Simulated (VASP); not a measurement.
# Ti (I4/mmm) in VASP: further runs

The runs below take Ti through single point, with r2SCAN.

All numbers are computed with VASP 6.6.1; they aren't measurements. Logs are shortened: lines on timing, memory, paths and dates and some standing lists are left out, and cuts for length are marked.

## (1) The cell of the first run

It takes space group I4/mmm (No. 139, tetragonal). Conventional cell: a = 3.085 Å, b = 3.085 Å, c = 3.282 Å, α = 90.00°, β = 90.00°, γ = 90.00°. Within 3.6 Å of Ti (site symmetry 4/mmm) lie 14 Ti at 2.73 to 3.28 Å.

## (2) Single point, r2SCAN (strain -0.0600 x Voigt [1, 1, 0, 0, 0, 0])

The input, POSCAR:

```
Ti
1.0
   -1.5425400000      1.5425400000      1.6410000000
    1.5425400000     -1.5425400000      1.6410000000
    1.5425400000      1.5425400000     -1.6410000000
Ti
1
Direct
    0.0000000000      0.0000000000      0.0000000000
```

The input, INCAR.step1:

```
SYSTEM = Ti
PREC = Accurate
ENCUT = 520
ISMEAR = 0
SIGMA = 0.15
LREAL = .False.
LASPH = .True.
NELM = 80
NBANDS = 12
GGA = PE
ALGO = Normal
EDIFF = 1E-4
LWAVE = .True.
LCHARG = .False.
```

The input, INCAR.step2:

```
SYSTEM = Ti
PREC = Accurate
ENCUT = 520
EDIFF = 1E-7
ISMEAR = 0
SIGMA = 0.15
LREAL = .False.
LASPH = .True.
NELM = 80
ALGO = Normal
ISIF = 2
LWAVE = .False.
LCHARG = .False.
METAGGA = R2SCAN
LMIXTAU = .True.
NBANDS = 12
ISTART = 1
```

The input, KPOINTS:

```
Automatic mesh
0
Gamma
  20 20 20
  0 0 0
```

Potentials or basis: VASP PAW PBE potentials, release 64 (Ti_sv).

Command:

```console
$ cat potpaw_PBE.64/Ti_sv/POTCAR > POTCAR
$ cp INCAR.step1 INCAR
$ mpirun -np 1 vasp_std > vasp.out
$ cp INCAR.step2 INCAR
$ mpirun -np 1 vasp_std > vasp.out
```

OUTCAR:

```text
SYSTEM = Ti
   PREC = Accurate
   ENCUT = 520
   EDIFF = 1E-7
   ISMEAR = 0
   LREAL = .False.
   LASPH = .True.
   NELM = 80
   ISIF = 2
   METAGGA = R2SCAN
   ISTART = 1

 ion  position               nearest neighbor table
   1  0.000  0.000  0.000-

  LATTYP: Found a body centered tetragonal cell.
 ALAT       =     3.0850800000
 C/A-ratio  =     1.0638297872

  Lattice vectors:

 A1 = (  -1.5425400000,   1.5425400000,   1.6410000000)
 A2 = (   1.5425400000,  -1.5425400000,   1.6410000000)
 A3 = (   1.5425400000,   1.5425400000,  -1.6410000000)

Analysis of symmetry for initial positions (statically):
=====================================================================
 Subroutine PRICEL returns:
 Original cell was already a primitive cell.

 Routine SETGRP: Setting up the symmetry group for a
 body centered tetragonal supercell.

 Subroutine GETGRP returns: Found 16 space group operations
 (whereof 16 operations were pure point group operations)
 out of a pool of 16 trial point group operations.

The static configuration has the point symmetry D_4h.

Analysis of symmetry for dynamics (positions and initial velocities):
=====================================================================
 Subroutine PRICEL returns:
 Original cell was already a primitive cell.

 Routine SETGRP: Setting up the symmetry group for a
 body centered tetragonal supercell.

 Subroutine GETGRP returns: Found 16 space group operations
 (whereof 16 operations were pure point group operations)
 out of a pool of 16 trial point group operations.

The dynamic configuration has the point symmetry D_4h.

 Subroutine INISYM returns: Found 16 space group operations
 (whereof 16 operations are pure point group operations),
 and found     1 'primitive' translations

----------------------------------------------------------------------------------------

                                     Primitive cell

  volume of cell :      15.6186

  direct lattice vectors                    reciprocal lattice vectors
    -1.542540000  1.542540000  1.641000000     0.000000000  0.324140703  0.304692261
     1.542540000 -1.542540000  1.641000000     0.324140703  0.000000000  0.304692261
     1.542540000  1.542540000 -1.641000000     0.324140703  0.324140703  0.000000000

  length of vectors
     2.729787593  2.729787593  2.729787593     0.444864664  0.444864664  0.458404178

  position of ions in fractional coordinates (direct lattice)
     0.000000000  0.000000000  0.000000000

  ion indices of the primitive-cell ions
   primitive index   ion index
                 1           1

----------------------------------------------------------------------------------------

 KPOINTS: Automatic mesh

Automatic generation of k-mesh.
 Grid dimensions read from file:
 generate k-points for:   20   20   20

 Generating k-lattice:

  Cartesian coordinates                     Fractional coordinates (reciprocal lattice)
     0.000000000  0.016207035  0.015234613     0.050000000  0.000000000  0.000000000
     0.016207035  0.000000000  0.015234613     0.000000000  0.050000000  0.000000000
     0.016207035  0.016207035  0.000000000     0.000000000  0.000000000  0.050000000

  Length of vectors
     0.022243233  0.022243233  0.022920209

  Shift w.r.t. Gamma in fractional coordinates (k-lattice)
     0.000000000  0.000000000  0.000000000

 Subroutine IBZKPT returns following result:
 ===========================================

 Found    641 irreducible k-points:

 Following reciprocal coordinates:
            Coordinates               Weight
  0.000000  0.000000  0.000000      1.000000
  0.050000 -0.000000  0.000000      8.000000
  0.100000  0.000000  0.000000      8.000000
  0.150000  0.000000  0.000000      8.000000
  0.200000  0.000000  0.000000      8.000000
  0.250000  0.000000  0.000000      8.000000
[... 16 lines left out ...]
 -0.400000  0.050000  0.000000     16.000000
 -0.350000  0.050000  0.000000     16.000000
 [... further k-points ...]
   k-points           NKPTS =    641   k-points in BZ     NKDIM =    641   number of bands    NBANDS=     12
   number of dos      NEDOS =    301   number of ions     NIONS =      1
   total plane-waves  NPLWV =   8000
   dimension x,y,z NGX =    20 NGY =   20 NGZ =   20
   dimension x,y,z NGXF=    40 NGYF=   40 NGZF=   40
   ions per type =               1
   NGX,Y,Z   is equivalent  to a cutoff of  12.18, 12.18, 12.18 a.u.
   NGXF,Y,Z  is equivalent  to a cutoff of  24.36, 24.36, 24.36 a.u.
 SYSTEM =  Ti
   PREC   = accura    normal or accurate (medium, high low for compatibility)
   ISTART =      1    job   : 0-new  1-cont  2-samecut
   ICHARG =      0    charge: 1-file 2-atom 10-const
   ISPIN  =      1    spin polarized calculation?
   LNONCOLLINEAR =      F non collinear calculations
   LSORBIT =      F    spin-orbit coupling
   LASPH  =      T    aspherical Exc in radial PAW
   ENCUT  =  520.0 eV  38.22 Ry    6.18 a.u.   5.08  5.08  5.08*2*pi/ulx,y,z
   NELM   =     80;   NELMIN=  2; NELMDL=  0     # of ELM steps
   EDIFF  = 0.1E-06   stopping-criterion for ELM
   LREAL  =      F    real-space projection
   EDIFFG = 0.1E-05   stopping-criterion for IOM
   NSW    =      0    number of steps for IOM
   IBRION =     -1    ionic relax: 0-MD 1-quasi-New 2-CG
   NFREE  =      0    steps in history (QN), initial steepest desc. (CG)
   ISIF   =      2    stress and relaxation
   ISYM   =      2    0-nonsym 1-usesym 2-fastsym
   POTIM  = 0.5000    time-step for ionic-motion
   TEBEG  =    0.0;   TEEND  =   0.0 temperature during run
   PSTRESS=    0.0 pullay stress
   NELECT =      12.0000    total number of electrons
   NUPDOWN=      -1.0000    fix difference up-down
   EMIN   =  10.00;   EMAX   =-10.00  energy-range for DOS
   EFERMI =   0.00;   METHOD = LEGACY
   ISMEAR =     0;   SIGMA  =   0.15  broadening in eV -4-tet -1-fermi 0-gaus
   EFERMI_NEDOS =   21; number of points for ismear=-14 and -15
   IALGO  =     38    algorithm
   IMIX   =      4    mixing-type and parameters
     AMIX     =   0.40;   BMIX     =  1.00
     AMIX_MAG =   1.60;   BMIX_MAG =  1.00
  volume/ion in A,a.u.               =      15.62       105.40
  Fermi-wavevector in a.u.,A,eV,Ry     =   1.499414  2.833481 30.589176  2.248241
  Thomas-Fermi vector in A             =   2.611047
   LORBIT       =      0    0 simple, 1 ext, 2 COOP (PROOUT), +10 PAW based schemes
   METAGGA = R2SCAN    functional components
   LHFCALC =     F    Hartree Fock is set to
   AEXX    =    0.0000 exact exchange contribution
   IVDW    =     0    specifies the selected vdW correction
   LEPSILON=     F    determine dielectric tensor
   LRPA    =     F    only Hartree local field effects (RPA)
 non-spin polarized calculation
 Gauss-broadening in eV      SIGMA  =   0.15
  energy-cutoff  :      520.00
  volume of cell :       15.62
 maximum number of plane-waves:       442
   NGX = 11   NGY = 11   NGZ = 11

 number of electron      12.0000000 magnetization

 Free energy of the ion-electron system (eV)
  ---------------------------------------------------
  ext. energy  EPLUGINS =         0.00000000
  ---------------------------------------------------
  free energy    TOTEN  =       -12.76462026 eV

  energy without entropy =      -12.74296614  energy(sigma->0) =      -12.75379320

 E-fermi :   9.2990     XC(G=0): -12.9563

 val. band max:        9.2988623870   @ k =  -0.4000   0.4000   0.1500
 cond. band min:       9.2999981804   @ k =   0.5000   0.2500  -0.0000
 fundamental gap:      0.0011357934
 Fermi energy:         9.2990343894

 k-point     1 :       0.0000    0.0000    0.0000
  band No.  band energies     occupation
      1     -49.4058      2.00000
      2     -24.0635      2.00000
      3     -24.0634      2.00000
      4     -24.0623      2.00000
      5       2.7531      2.00000
      6      10.3737      0.00000
      7      10.3737      0.00000
      8      10.9026      0.00000
      9      12.2096      0.00000
     10      12.8254      0.00000
     11      27.3731      0.00000
     12      28.6046      0.00000

 k-point     2 :       0.0500   -0.0000    0.0000
  band No.  band energies     occupation
      1     -49.4009      2.00000
      2     -24.0882      2.00000
      3     -24.0703      2.00000
      4     -24.0629      2.00000
      5       2.8498      2.00000
      6      10.3620      0.00000
      7      10.3876      0.00000
      8      10.9144      0.00000
      9      12.1701      0.00000
     10      12.8038      0.00000
     11      27.3831      0.00000
     12      28.5013      0.00000

 k-point     3 :       0.1000    0.0000    0.0000
  band No.  band energies     occupation
      1     -49.3865      2.00000
      2     -24.1611      2.00000
      3     -24.0902      2.00000
      4     -24.0631      2.00000
      5       3.1336      2.00000
      6      10.3109      0.00000
      7      10.3642      0.00000
      8      11.0187      0.00000
      9      12.0714      0.00000
     10      12.7580      0.00000
     11      27.3186      0.00000
     12      28.1916      0.00000
[... 286 lines left out ...]
 k-point    23 :      -0.4000    0.0500    0.0000
  band No.  band energies     occupation
      1     -49.2279      2.00000
      2     -24.9048      2.00000
      3     -24.3042      2.00000
      4     -24.0767      2.00000
      5       6.2385      2.00000
      6       9.2524      1.33996
      7       9.6928      0.00021
      8      12.1770      0.00000
      9      13.0020      0.00000
     10      13.7213      0.00000
     11      21.2389      0.00000
     12      24.8418      0.00000

 k-point    24 :      -0.3500    0.0500    0.0000
  band No.  band energies     occupation
      1     -49.2538      2.00000
      2     -24.7887      2.00000
      3     -24.2681      2.00000
      4     -24.0767      2.00000
      5       5.8359      2.00000
      6       9.4305      0.21532
      7       9.5199      0.03735
      8      12.0945      0.00000
      9      12.9112      0.00000
     10      13.1724      0.00000
     11      22.5292      0.00000
     12      25.4609      0.00000

 [... further k-points ...]

------------------------ aborting loop because EDIFF is reached ----------------------------------------

  FORCE on cell =-STRESS in cart. coord.  units (eV):
  Direction    XX          YY          ZZ          XY          YZ          ZX
  --------------------------------------------------------------------------------------
  -------------------------------------------------------------------------------------
  Total        1.2501091      1.2501091      1.3912147      0.0000000      0.0000000     -0.0000000
  in kB      128.2380977    128.2380977    142.7129223      0.0000000      0.0000000     -0.0000000
  external PRESSURE =     133.0630392 kB  Pullay stress =       0.0000000 kB

 VOLUME and BASIS-vectors are now :
 -----------------------------------------------------------------------------
  energy-cutoff  :      520.00
  volume of cell :       15.62
      direct lattice vectors                 reciprocal lattice vectors
    -1.542540000  1.542540000  1.641000000     0.000000000  0.324140703  0.304692261
     1.542540000 -1.542540000  1.641000000     0.324140703  0.000000000  0.304692261
     1.542540000  1.542540000 -1.641000000     0.324140703  0.324140703  0.000000000

 POSITION                                       TOTAL-FORCE (eV/Angst)
 -----------------------------------------------------------------------------------
      0.00000      0.00000      0.00000        -0.000000     -0.000000      0.000000
 -----------------------------------------------------------------------------------
    total drift:                                0.000000     -0.000000      0.000000

  FREE ENERGIE OF THE ION-ELECTRON SYSTEM (eV)
  ---------------------------------------------------
  free  energy   TOTEN  =       -12.7646202626 eV

  energy  without entropy=      -12.7429661409  energy(sigma->0) =      -12.75379320
```

Run time: 9.1 min. Hardware: 1 thread of Intel Xeon Platinum 8259CL at 2.50GHz (Skylake/Cascade Lake), shared host; peak memory 0.22 GiB.

Results:

* Free energy: -12.7646 eV
* Pressure: 13.3 GPa
* Band gap on the k mesh: zero (bands 6 and 7 overlap by 1.87 eV)

Stress tensor (GPa, compression positive):
```
12.82  0.00  0.00
 0.00 12.82  0.00
 0.00  0.00 14.27
```

Caveat: the cell differs from its parent crystal (strain -0.0600 x Voigt [1, 1, 0, 0, 0, 0]); the cell stands under pressure; the PAW data sets were made with another functional, which shifts forces and pressure a little.

## (3) Single point, r2SCAN (strain -0.0450 x Voigt [1, 1, 0, 0, 0, 0])

The input, POSCAR:

```
Ti
1.0
   -1.5671550000      1.5671550000      1.6410000000
    1.5671550000     -1.5671550000      1.6410000000
    1.5671550000      1.5671550000     -1.6410000000
Ti
1
Direct
    0.0000000000      0.0000000000      0.0000000000
```

Changes to INCAR.step1 since step 2:

```diff
@@ -7,3 +7,3 @@
 LASPH = .True.
-NELM = 80
+NELM = 60
 NBANDS = 12
```

Changes to INCAR.step2 since step 2:

```diff
@@ -3,3 +3,3 @@
 ENCUT = 520
-EDIFF = 1E-7
+EDIFF = 1E-6
 ISMEAR = 0
@@ -8,3 +8,3 @@
 LASPH = .True.
-NELM = 80
+NELM = 60
 ALGO = Normal
```

KPOINTS is that of step 2.

Potentials or basis: VASP PAW PBE potentials, release 64 (Ti_sv).

Command:

```console
$ cat potpaw_PBE.64/Ti_sv/POTCAR > POTCAR
$ cp INCAR.step1 INCAR
$ mpirun -np 1 vasp_std > vasp.out
$ cp INCAR.step2 INCAR
$ mpirun -np 1 vasp_std > vasp.out
```

It took 8.4 min on 1 thread of Intel Xeon Platinum 8259CL at 2.50GHz (Skylake/Cascade Lake), shared host; peak memory 0.24 GiB.

It converged, with:

```yaml
Free_energy: -12.7979 eV
Pressure: 8.5 GPa
Band_gap_on_the_k_mesh: zero (bands 6 and 7 overlap by 1.86 eV)
```

Stress tensor (GPa, compression positive):
```
8.10 0.00 0.00
0.00 8.10 0.00
0.00 0.00 9.41
```

Levels at points of the mesh, in eV from the Fermi level:
```
           k point  band 2  band 3  band 4  band 5  band 6  band 7  band 8  band 9  band 10  band 11
(0.00, 0.00, 0.00)  -33.47  -33.47  -33.46   -6.49    1.09    1.09    1.48    2.91     3.36    18.04
(0.50, 0.00, 0.00)  -34.35  -33.72  -33.47   -2.78   -0.26    1.10    2.96    3.59     4.88     9.93
(0.50, 0.50, 0.00)  -34.34  -33.75  -33.50   -2.79   -0.72    1.46    3.47    3.69     4.93    10.30
(0.50, 0.50, 0.50)  -34.11  -34.03  -34.03   -2.62   -2.49    4.46    4.53    4.53     8.47     9.90
```

Caveat: the cell differs from its parent crystal (strain -0.0450 x Voigt [1, 1, 0, 0, 0, 0]); the cell stands under pressure; the PAW data sets were made with another functional, which shifts forces and pressure a little.
